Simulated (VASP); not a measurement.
Input of a VASP 6.6.1 run:

Contents of POSCAR:

```
Bi
1.0
   -1.9814305318      1.9814305318      1.9814305318
    1.9814305318     -1.9814305318      1.9814305318
    1.9814305318      1.9814305318     -1.9814305318
Bi
1
Direct
    0.0000000000      0.0000000000      0.0000000000
```

Contents of INCAR.step1:

```
GGA = PE ; ISMEAR = 1
SIGMA = 0.1 ; LWAVE = False
LCHARG = True ; NBANDS = 22
PREC = Accurate ; LASPH = True
LREAL = False ; ALGO = Normal
EDIFF = 1E-6 ; NELM = 120
GGA_COMPAT = False ; ENCUT = 490
```

The input KPOINTS.step1:

```
k-points
0
Gamma
  11 11 11
```

File INCAR.step2:

```
GGA = PE ; ISMEAR = -5
LWAVE = False ; LCHARG = False
NBANDS = 22 ; PREC = Accurate
LASPH = True ; LREAL = False
ALGO = Normal ; EDIFF = 1E-6
NELM = 120 ; GGA_COMPAT = False
ENCUT = 490 ; NEDOS = 4001
LORBIT = 11 ; EMIN = -9.0786
EMAX = 15.9214 ; ICHARG = 11
```

Contents of KPOINTS.step2:

```
Automatic mesh
0
Gamma
  23 23 23
  0 0 0
```

Potentials or basis: VASP PAW PBE potentials, release 64 (Bi_d).

Launch:

```sh
$ cat potpaw_PBE.64/Bi_d/POTCAR > POTCAR
$ cp INCAR.step1 INCAR
$ cp KPOINTS.step1 KPOINTS
$ mpirun -np 1 vasp_std > vasp.out
$ cp INCAR.step2 INCAR
$ cp KPOINTS.step2 KPOINTS
$ mpirun -np 1 vasp_std > vasp.out
```

Q: Predict the density of states at the Fermi level.

A: 0.66 states/eV/atom.

Caveat: spin-orbit coupling is left out, which moves the levels of the heavy elements.
